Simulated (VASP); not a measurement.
# AlN (F-43m) in VASP: notebook, part 2 of 2

VASP 6.6.1. Earlier steps stand in the parts before.

### 4 Single point, PBE (volume changed by -3%)

INCAR reads:

```
SYSTEM = AlN
  PREC = Accurate
  ENCUT = 520
  EDIFF = 1E-6
  ISMEAR = 0
  SIGMA = 0.01
  LREAL = .False.
  LASPH = .True.
  NELM = 60
  ALGO = Normal
  ISIF = 2
  LWAVE = .False.
  LCHARG = .False.
  GGA = PE
  NBANDS = 11
```

KPOINTS reads:

```
Automatic mesh
0
Gamma
  8 8 8
  0 0 0
```

POSCAR reads:

```
AlN
1.0
    0.0000000000      2.1793473281      2.1793473281
    2.1793473281      0.0000000000      2.1793473281
    2.1793473281      2.1793473281      0.0000000000
Al N
1 1
Direct
    0.0000000000      0.0000000000      0.0000000000
    0.7500000000      0.7500000000      0.7500000000
```

Potentials or basis: VASP PAW PBE potentials, release 64 (Al, N).

Started as:

```bash
$ cat potpaw_PBE.64/Al/POTCAR potpaw_PBE.64/N/POTCAR > POTCAR
$ mpirun -np 1 vasp_std > vasp.out
```

OUTCAR:

```text
SYSTEM = AlN
   PREC = Accurate
   ENCUT = 520
   EDIFF = 1E-6
   ISMEAR = 0
   LREAL = .False.
   LASPH = .True.
   NELM = 60
   ISIF = 2
   GGA = PE

 ion  position               nearest neighbor table
   1  0.000  0.000  0.000-   2 1.89   2 1.89   2 1.89   2 1.89
   2  0.750  0.750  0.750-   1 1.89   1 1.89   1 1.89   1 1.89

  LATTYP: Found a face centered cubic cell.
 ALAT       =     4.3586946562

  Lattice vectors:

 A1 = (   0.0000000000,   2.1793473281,   2.1793473281)
 A2 = (   2.1793473281,   0.0000000000,   2.1793473281)
 A3 = (   2.1793473281,   2.1793473281,   0.0000000000)

Analysis of symmetry for initial positions (statically):
[... 5 lines left out ...]
 face centered cubic supercell.

 Subroutine GETGRP returns: Found 24 space group operations
 (whereof 24 operations were pure point group operations)
 out of a pool of 48 trial point group operations.

The static configuration has the point symmetry T_d .

Analysis of symmetry for dynamics (positions and initial velocities):
[... 5 lines left out ...]
 face centered cubic supercell.

 Subroutine GETGRP returns: Found 24 space group operations
 (whereof 24 operations were pure point group operations)
 out of a pool of 48 trial point group operations.

The dynamic configuration has the point symmetry T_d .

 Subroutine INISYM returns: Found 24 space group operations
 (whereof 24 operations are pure point group operations),
 and found     1 'primitive' translations

----------------------------------------------------------------------------------------

                                     Primitive cell

  volume of cell :      20.7019

  direct lattice vectors                    reciprocal lattice vectors
     0.000000000  2.179347328  2.179347328    -0.229426486  0.229426486  0.229426486
     2.179347328  0.000000000  2.179347328     0.229426486 -0.229426486  0.229426486
     2.179347328  2.179347328  0.000000000     0.229426486  0.229426486 -0.229426486

  length of vectors
     3.082062549  3.082062549  3.082062549     0.397378331  0.397378331  0.397378331

  position of ions in fractional coordinates (direct lattice)
     0.000000000  0.000000000  0.000000000
     0.750000000  0.750000000  0.750000000

  ion indices of the primitive-cell ions
   primitive index   ion index
                 1           1
                 2           2

----------------------------------------------------------------------------------------

 KPOINTS: Automatic mesh

Automatic generation of k-mesh.
 Grid dimensions read from file:
 generate k-points for:    8    8    8

 Generating k-lattice:

  Cartesian coordinates                     Fractional coordinates (reciprocal lattice)
    -0.028678311  0.028678311  0.028678311     0.125000000  0.000000000  0.000000000
     0.028678311 -0.028678311  0.028678311     0.000000000  0.125000000  0.000000000
     0.028678311  0.028678311 -0.028678311     0.000000000  0.000000000  0.125000000

  Length of vectors
     0.049672291  0.049672291  0.049672291

  Shift w.r.t. Gamma in fractional coordinates (k-lattice)
     0.000000000  0.000000000  0.000000000

 Subroutine IBZKPT returns following result:
 ===========================================

 Found     29 irreducible k-points:

 Following reciprocal coordinates:
            Coordinates               Weight
  0.000000  0.000000  0.000000      1.000000
  0.125000  0.000000  0.000000      8.000000
  0.250000  0.000000  0.000000      8.000000
  0.375000  0.000000  0.000000      8.000000
  0.500000  0.000000  0.000000      4.000000
  0.125000  0.125000  0.000000      6.000000
[... 16 lines left out ...]
  0.500000  0.250000  0.125000     48.000000
 -0.375000  0.250000  0.125000     24.000000
 [... further k-points ...]
   k-points           NKPTS =     29   k-points in BZ     NKDIM =     29   number of bands    NBANDS=     11
   number of dos      NEDOS =    301   number of ions     NIONS =      2
   total plane-waves  NPLWV =  13824
   dimension x,y,z NGX =    24 NGY =   24 NGZ =   24
   dimension x,y,z NGXF=    48 NGYF=   48 NGZF=   48
   ions per type =               1   1
   NGX,Y,Z   is equivalent  to a cutoff of  12.95, 12.95, 12.95 a.u.
   NGXF,Y,Z  is equivalent  to a cutoff of  25.89, 25.89, 25.89 a.u.
 SYSTEM =  AlN
   PREC   = accura    normal or accurate (medium, high low for compatibility)
   ISTART =      0    job   : 0-new  1-cont  2-samecut
   ICHARG =      2    charge: 1-file 2-atom 10-const
   ISPIN  =      1    spin polarized calculation?
   LNONCOLLINEAR =      F non collinear calculations
   LSORBIT =      F    spin-orbit coupling
   LASPH  =      T    aspherical Exc in radial PAW
   ENCUT  =  520.0 eV  38.22 Ry    6.18 a.u.   5.73  5.73  5.73*2*pi/ulx,y,z
   NELM   =     60;   NELMIN=  2; NELMDL= -5     # of ELM steps
   EDIFF  = 0.1E-05   stopping-criterion for ELM
   LREAL  =      F    real-space projection
   EDIFFG = 0.1E-04   stopping-criterion for IOM
   NSW    =      0    number of steps for IOM
   IBRION =     -1    ionic relax: 0-MD 1-quasi-New 2-CG
   NFREE  =      0    steps in history (QN), initial steepest desc. (CG)
   ISIF   =      2    stress and relaxation
   ISYM   =      2    0-nonsym 1-usesym 2-fastsym
   POTIM  = 0.5000    time-step for ionic-motion
   TEBEG  =    0.0;   TEEND  =   0.0 temperature during run
   PSTRESS=    0.0 pullay stress
   NELECT =       8.0000    total number of electrons
   NUPDOWN=      -1.0000    fix difference up-down
   EMIN   =  10.00;   EMAX   =-10.00  energy-range for DOS
   EFERMI =   0.00;   METHOD = LEGACY
   ISMEAR =     0;   SIGMA  =   0.01  broadening in eV -4-tet -1-fermi 0-gaus
   EFERMI_NEDOS =   21; number of points for ismear=-14 and -15
   IALGO  =     38    algorithm
   IMIX   =      4    mixing-type and parameters
     AMIX     =   0.40;   BMIX     =  1.00
     AMIX_MAG =   1.60;   BMIX_MAG =  1.00
  volume/ion in A,a.u.               =      10.35        69.85
  Fermi-wavevector in a.u.,A,eV,Ry     =   1.192436  2.253377 19.346170  1.421903
  Thomas-Fermi vector in A             =   2.328474
   LORBIT       =      0    0 simple, 1 ext, 2 COOP (PROOUT), +10 PAW based schemes
   GGA     = PE    functional components
   LHFCALC =     F    Hartree Fock is set to
   AEXX    =    0.0000 exact exchange contribution
   IVDW    =     0    specifies the selected vdW correction
   LEPSILON=     F    determine dielectric tensor
   LRPA    =     F    only Hartree local field effects (RPA)
 non-spin polarized calculation
 Gauss-broadening in eV      SIGMA  =   0.01
  energy-cutoff  :      520.00
  volume of cell :       20.70
 maximum number of plane-waves:       568
   NGX = 11   NGY = 11   NGZ = 11

 number of electron       7.9999999 magnetization

 Free energy of the ion-electron system (eV)
  ---------------------------------------------------
  ext. energy  EPLUGINS =         0.00000000
  ---------------------------------------------------
  free energy    TOTEN  =       -14.83590154 eV

  energy without entropy =      -14.83590154  energy(sigma->0) =      -14.83590154

 E-fermi :   6.1280     XC(G=0): -10.9615

 val. band max:        6.0306365683   @ k =   0.0000   0.0000   0.0000
 cond. band min:       9.3515280618   @ k =   0.5000   0.5000   0.0000
 fundamental gap:      3.3208914936
 Fermi energy:         6.1280335289

 k-point     1 :       0.0000    0.0000    0.0000
  band No.  band energies     occupation
      1      -8.9872      2.00000
      2       6.0306      2.00000
      3       6.0306      2.00000
      4       6.0306      2.00000
      5      10.2832      0.00000
      6      18.6543      0.00000
      7      18.6543      0.00000
      8      18.6543      0.00000
      9      23.7706      0.00000
     10      23.7706      0.00000
     11      25.1850      0.00000

 k-point     2 :       0.1250    0.0000    0.0000
  band No.  band energies     occupation
      1      -8.7585      2.00000
      2       4.8502      2.00000
      3       5.9520      2.00000
      4       5.9520      2.00000
      5      11.2230      0.00000
      6      18.0804      0.00000
      7      18.8274      0.00000
      8      18.8274      0.00000
      9      22.2259      0.00000
     10      22.2259      0.00000
     11      24.1330      0.00000
[... 295 lines left out ...]
 k-point    24 :      -0.3750    0.2500    0.1250
  band No.  band energies     occupation
      1      -6.5973      2.00000
      2       0.8680      2.00000
      3       3.8005      2.00000
      4       4.9104      2.00000
      5      13.1532      0.00000
      6      15.3426      0.00000
      7      18.2657      0.00000
      8      18.7741      0.00000
      9      23.2929      0.00000
     10      24.8764      0.00000
     11      28.1642      0.00000

 [... further k-points ...]
[... 5 lines left out ...]
  --------------------------------------------------------------------------------------
  -------------------------------------------------------------------------------------
  Total        0.7695137      0.7695137      0.7695137      0.0000000      0.0000000      0.0000000
  in kB       59.5549097     59.5549097     59.5549097      0.0000000      0.0000000      0.0000000
  external PRESSURE =      59.5549097 kB  Pullay stress =       0.0000000 kB

 VOLUME and BASIS-vectors are now :
 -----------------------------------------------------------------------------
  energy-cutoff  :      520.00
  volume of cell :       20.70
      direct lattice vectors                 reciprocal lattice vectors
     0.000000000  2.179347328  2.179347328    -0.229426486  0.229426486  0.229426486
     2.179347328  0.000000000  2.179347328     0.229426486 -0.229426486  0.229426486
     2.179347328  2.179347328  0.000000000     0.229426486  0.229426486 -0.229426486

 POSITION                                       TOTAL-FORCE (eV/Angst)
 -----------------------------------------------------------------------------------
      0.00000      0.00000      0.00000        -0.000000     -0.000000     -0.000000
      3.26902      3.26902      3.26902         0.000000      0.000000      0.000000
 -----------------------------------------------------------------------------------
    total drift:                               -0.000000     -0.000000     -0.000000

  FREE ENERGIE OF THE ION-ELECTRON SYSTEM (eV)
  ---------------------------------------------------
  free  energy   TOTEN  =       -14.8359015448 eV

  energy  without entropy=      -14.8359015448  energy(sigma->0) =      -14.83590154
```

OSZICAR:

```text
N       E                     dE             d eps       ncg     rms          rms(c)
DAV:   1     0.125648803346E+02    0.12565E+02   -0.40213E+03   654   0.617E+02
DAV:   2    -0.162924356521E+02   -0.28857E+02   -0.27913E+02   782   0.139E+02
DAV:   3    -0.172239248479E+02   -0.93149E+00   -0.93026E+00   795   0.240E+01
DAV:   4    -0.172287718737E+02   -0.48470E-02   -0.48466E-02   734   0.188E+00
DAV:   5    -0.172288293239E+02   -0.57450E-04   -0.57450E-04   773   0.199E-01    0.866E+00
DAV:   6    -0.148466430332E+02    0.23822E+01   -0.11847E+01   756   0.173E+01    0.284E+00
DAV:   7    -0.148423490827E+02    0.42940E-02   -0.17297E-01   716   0.324E+00    0.207E+00
DAV:   8    -0.148371931477E+02    0.51559E-02   -0.27365E-02   701   0.157E+00    0.574E-01
DAV:   9    -0.148358427319E+02    0.13504E-02   -0.38387E-03   758   0.368E-01    0.231E-01
DAV:  10    -0.148358892703E+02   -0.46538E-04   -0.39323E-04   701   0.128E-01    0.209E-02
DAV:  11    -0.148359016265E+02   -0.12356E-04   -0.12068E-05   743   0.260E-02    0.156E-02
DAV:  12    -0.148359015448E+02    0.81698E-07   -0.35014E-07   433   0.463E-03
   1 F= -.14835902E+02 E0= -.14835902E+02  d E =-.209473E-45
```

stdout:

```text
POSCAR found type information on POSCAR AlN
 POSCAR found :  2 types and       2 ions
 scaLAPACK will be used
 LDA part: xc-table for (Slater+PW92), standard interpolation
 POSCAR, INCAR and KPOINTS ok, starting setup
 FFT: planning ... GRIDC
 FFT: planning ... GRID_SOFT
 FFT: planning ... GRID
 WAVECAR not read
 entering main loop
```

Wall time 2.5 s (1 thread of Intel Xeon 6975P-C (Granite Rapids), shared host); peak memory 0.13 GiB.

Results:

| Item | Value |
| --- | --- |
| Free energy | -14.8359 eV |
| Pressure | 6.0 GPa |
| Band gap on the k mesh | 3.32 eV, indirect (least direct gap 4.25 eV) |

 A k mesh can miss the band edges.

### 5 Single point, PBE (volume changed by +3%)

INCAR reads:

```
PREC = Accurate
ENCUT = 520
EDIFF = 1E-6
ISMEAR = 0
SIGMA = 0.01
LREAL = False
LASPH = True
NELM = 100
ALGO = Normal
ISIF = 2
LWAVE = False
LCHARG = False
GGA = PE
NBANDS = 11
```

KPOINTS reads:

```
Automatic mesh
0
Gamma
  8 8 8
```

POSCAR reads:

```
AlN
1.0
    0.0000000000      2.2233864120      2.2233864120
    2.2233864120      0.0000000000      2.2233864120
    2.2233864120      2.2233864120      0.0000000000
Al N
1 1
Direct
    0.0000000000      0.0000000000      0.0000000000
    0.7500000000      0.7500000000      0.7500000000
```

Started as:

```bash
$ cat potpaw_PBE.64/Al/POTCAR potpaw_PBE.64/N/POTCAR > POTCAR
$ mpirun -np 1 vasp_std > vasp.out
```

Run time: 2.7 s. Hardware: 1 thread of Intel Xeon 6975P-C (Granite Rapids), shared host; peak memory 0.13 GiB.

Results (log left out):

```
Free energy            : -14.8355 eV
Pressure               : -5.7 GPa
Band gap on the k mesh : 3.29 eV, indirect (least direct gap 3.73 eV)
```

Levels at points of the mesh, in eV from the valence-band top:
| k point | band 1 | band 2 | band 3 | band 4 | band 5 | band 6 | band 7 | band 8 |
| --- | --- | --- | --- | --- | --- | --- | --- | --- |
| (0.00, 0.00, 0.00) | -14.68 | 0.00 | 0.00 | 0.00 | 3.73 | 12.04 | 12.04 | 12.04 |
| (0.50, 0.00, 0.00) | -12.78 | -5.63 | -0.47 | -0.47 | 6.90 | 9.50 | 10.81 | 10.81 |
| (0.50, 0.50, 0.00) | -12.20 | -4.74 | -1.72 | -1.72 | 3.29 | 8.29 | 13.25 | 15.07 |

### 6 Overview

```csv
cell,gap on the mesh (eV),pressure (GPa)
"a = 3.050 Å, angles 60.0°, 2 atoms",3.34,13.2
"a = 3.114 Å, angles 60.0°, 2 atoms",3.30,-0.3
"a = 3.082 Å, angles 60.0°, 2 atoms",3.32,6.0
"a = 3.144 Å, angles 60.0°, 2 atoms",3.29,-5.7
```

Alike in all rows: task single point; level PBE; potentials or basis VASP PAW PBE potentials, release 64 (Al, N); no spin polarisation; k mesh 8 × 8 × 8; cutoff (eV) 520; smearing gaussian 0.01 eV.

Total energies depend on the potentials used, so only differences within one code and one set of settings carry meaning.
